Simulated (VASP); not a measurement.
The system is Ga2O3.

```xyz
10
Lattice="6.0245 -1.4980 0.0000 6.0245 1.4980 0.0000 -1.3673 0.0000 5.5539" Properties=species:S:1:pos:R:3 pbc="T T T"
Ga    3.1749    0.0000    3.8099
Ga    7.5068    0.0000    1.7440
Ga   10.6777    0.0000    1.1408
Ga    0.0040    0.0000    4.4131
O     5.0574    0.0000    4.1288
O     5.6242    0.0000    1.4251
O     9.3636    0.0000    2.4260
O     1.3180    0.0000    3.1280
O     8.8497    0.0000    4.9441
O     1.8319    0.0000    0.6098
```

Base run:

```yaml
Program: VASP 6.6.1
Functional: PBE
Dispersion: D4
Potentials_or_basis: VASP PAW PBE potentials, release 64 (Ga_d, O)
Cutoff: 520 eV
k_mesh: 9 × 9 × 5
Occupations: fermi-dirac, width 0.05 eV
Spin: no spin polarisation
```

Its results: band gap on the k mesh 2.81 eV (least direct gap 2.82 eV); pressure 14.9 GPa; largest force 0.466 eV/Å.

Problem. The run is repeated on the same cell with these changes: dispersion from D4 to none; further incar settings from ALGO = Normal; EDIFF = 1e-06; NBANDS = 55 to ALGO = Normal; EDIFF = 1e-07; NBANDS = 55. What comes out?

Solution. Band gap on the k mesh 2.81 eV (least direct gap 2.82 eV); pressure 20.1 GPa; largest force 0.475 eV/Å.

Caveats: the cell stands under pressure.

A k mesh can miss the band edges.
